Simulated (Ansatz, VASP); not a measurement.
Cu3Hg: VASP beside Ansatz

```
CELL_PARAMETERS angstrom
0.00000 3.06892 3.06892
3.06892 0.00000 3.06892
3.06892 3.06892 0.00000
ATOMIC_POSITIONS crystal
Cu 0.25000 0.25000 0.25000
Cu 0.75000 0.75000 0.75000
Cu 0.50000 0.50000 0.50000
Hg 0.00000 0.00000 0.00000
```

Alike in both runs: task relaxation of cell and atoms; functional PBE; k mesh 12 × 12 × 12; occupations gaussian, width 0.1 eV; no spin polarisation.

|  | VASP | Ansatz |
| --- | --- | --- |
| version | VASP 6.6.1 | Ansatz 0.2.0 |
| potentials or method | VASP PAW PBE potentials, release 64 (Cu, Hg), cutoff 600 eV | scalar-relativistic, plane waves, PAW |
| valence electrons in the cell | 45 | 77 |

Ansatz gave:

| Item | Value |
| --- | --- |
| gap on the k mesh at the Fermi level, each at its own relaxed structure (eV) | none |
| relaxed volume (Å³/atom) | 14.37 |
| relaxed cell length with the largest relative difference (Å) | 4.332 |

Question: What did VASP give for the same quantities?

Answer: gap on the k mesh at the Fermi level, each at its own relaxed structure (eV): none; relaxed volume (Å³/atom): 14.47; relaxed cell length with the largest relative difference (Å): 4.342.

A gap of «none» marks a metal or a gap that the smearing closes. VASP's potentials hold 45 valence electrons a cell and Ansatz's 77, so a difference there can come from the potentials and not from the codes.

Neither program's run includes spin-orbit coupling.
